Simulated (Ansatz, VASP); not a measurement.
## Lu3Hf2F: VASP beside Ansatz

```
CELL_PARAMETERS angstrom
6.08387 0.00000 0.00000
-3.04193 5.26878 0.00000
0.00000 0.00000 5.37107
ATOMIC_POSITIONS crystal
Lu 0.50000 0.50000 0.50000
Lu 0.50000 0.00000 0.50000
Lu 0.00000 0.50000 0.50000
Hf 0.66667 0.33333 0.00000
Hf 0.33333 0.66667 0.00000
F 0.00000 0.00000 0.00000
```

Change from the starting cell: species swapped into the EuAl2Ag3 type (P6/mmm, No. 191).

Alike in both runs: functional PBE; k mesh 6 × 6 × 4; occupations gaussian, width 0.1 eV; no spin polarisation.

Ansatz relaxed the structure, and its values are those at the end. VASP's run is a single point on that final structure, the one shown.

```csv
,VASP,Ansatz
version,VASP 6.6.1,Ansatz 0.2.0
potentials or method,"VASP PAW PBE potentials, release 64 (Lu, Hf_pv, F), cutoff 520 eV","scalar-relativistic, plane waves, PAW"
valence electrons in the cell,102,134
```

|  | VASP | Ansatz | Ansatz less VASP |
| --- | --- | --- | --- |
| gap on the k mesh at the Fermi level (eV) | none | none | - |
| pressure (GPa) | 0.0 | 0.0 | +0.02 |

A gap of «none» marks a metal or a gap that the smearing closes. VASP's potentials hold 102 valence electrons a cell and Ansatz's 134, so a difference there can come from the potentials and not from the codes.

Spin-orbit coupling is off throughout.
